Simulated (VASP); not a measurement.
Input of a VASP 6.6.1 run:

File INCAR:

```
ALGO = Normal ; EDIFF = 1E-6
ENCUT = 520 ; GGA = CA
ISIF = 2 ; ISMEAR = 0
LASPH = True ; LCHARG = True
LELF = True ; LREAL = False
LVHAR = True ; LWAVE = False
NBANDS = 58 ; NELM = 100
PREC = Accurate ; SIGMA = 0.05
```

KPOINTS

```
k-points
0
Gamma
  3 3 3
```

File POSCAR:

```
W3O
1.0
    4.9801400000      0.0000000000      0.0000000000
    0.0000000000      4.9801400000      0.0000000000
    0.0000000000      0.0000000000      4.9801400000
W O
6 2
Direct
    0.4925200000      0.7497900000      0.9897600000
    0.0090700000      0.4894700000      0.7544400000
    0.2633000000      0.9928300000      0.5245600000
    0.4835900000      0.2309500000      0.0118900000
    0.9960600000      0.5091400000      0.2377200000
    0.7333500000      0.9841000000      0.5056400000
    0.4872200000      0.4908200000      0.5144700000
    0.9868400000      0.9998900000      0.9970600000
```

Potentials or basis: VASP PAW LDA potentials, release 64 (W_sv, O).

Run with:

```bash
$ cat potpaw_LDA.64/W_sv/POTCAR potpaw_LDA.64/O/POTCAR > POTCAR
$ mpirun -np 1 vasp_std > vasp.out
```

(1) Predict the band gap on the k mesh.

(2) What does it give for the largest force?

## Answers

(1) zero (bands 48 and 49 overlap by 0.38 eV).

(2) 2.656 eV/Å.

Caveat: the k points lie up to 0.42 Å⁻¹ apart; spin-orbit coupling is left out, which moves the levels of the heavy elements; forces of over 1 eV/Å act on the atoms, so gaps and moduli don't describe the material at rest.
